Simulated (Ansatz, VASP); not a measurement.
Two plane-wave programs on LaTe4

Contents of INCAR:

```
SYSTEM = LaTe4
ALGO = Normal
EDIFF = 1E-6
ENCUT = 520
GGA = PE
ISIF = 2
ISMEAR = 0
LASPH = .True.
LCHARG = .False.
LREAL = .False.
LWAVE = .False.
NBANDS = 26
NELM = 80
PREC = Accurate
SIGMA = 0.1
```

KPOINTS

```
k-points
0
Gamma
  4 4 4
  0 0 0
```

File POSCAR:

```
LaTe4
1.0
   -3.5609632900      3.5609632900      3.5609632900
    3.5609632900     -3.5609632900      3.5609632900
    3.5609632900      3.5609632900     -3.5609632900
La Te
1 4
Direct
    0.0000000000      0.0000000000      0.0000000000
    0.5000000000      0.5000000000      0.5000000000
    0.0000000000      0.0000000000      0.5000000000
    0.0000000000      0.5000000000      0.0000000000
    0.5000000000      0.0000000000      0.0000000000
```

Input for Ansatz:

```yaml
crystal:
  lattice:
    - [-3.56096329, 3.56096329, 3.56096329]
    - [3.56096329, -3.56096329, 3.56096329]
    - [3.56096329, 3.56096329, -3.56096329]
  atoms:
    - { symbol: La, position: [0.0, 0.0, 0.0] }
    - { symbol: Te, position: [0.5, 0.5, 0.5] }
    - { symbol: Te, position: [0.0, 0.0, 0.5] }
    - { symbol: Te, position: [0.0, 0.5, 0.0] }
    - { symbol: Te, position: [0.5, 0.0, 0.0] }
basis:
  ecutwfc: 420
kpoints:
  mp_grid: { grid: [4, 4, 4] }
hamiltonian:
  xc: pbe
scf:
  occupations: { method: gaussian, width: 0.1 }
  lower_state_search: "off"
output:
  forces: true
  stress: true
  eigenvalues: true
```

Alike in both runs: task single point; functional PBE; k mesh 4 × 4 × 4; occupations gaussian, width 0.1 eV; no spin polarisation.

|  | VASP | Ansatz |
| --- | --- | --- |
| version | VASP 6.6.1 | Ansatz 0.2.0 |
| potentials or method | VASP PAW PBE potentials, release 64 (La, Te), cutoff 520 eV | scalar-relativistic, plane waves, PAW |
| valence electrons in the cell | 35 | 75 |

|  | VASP | Ansatz | Ansatz less VASP |
| --- | --- | --- | --- |
| gap on the k mesh at the Fermi level (eV) | none | none | - |
| pressure (GPa) | 3.2 | 3.3 | +0.07 |

A gap of «none» marks a metal or a gap that the smearing closes. The functional is the same, so the differences come from potentials, cutoffs and numerics. VASP's potentials hold 35 valence electrons a cell and Ansatz's 75, so a difference there can come from the potentials and not from the codes.

Neither program's run includes spin-orbit coupling.
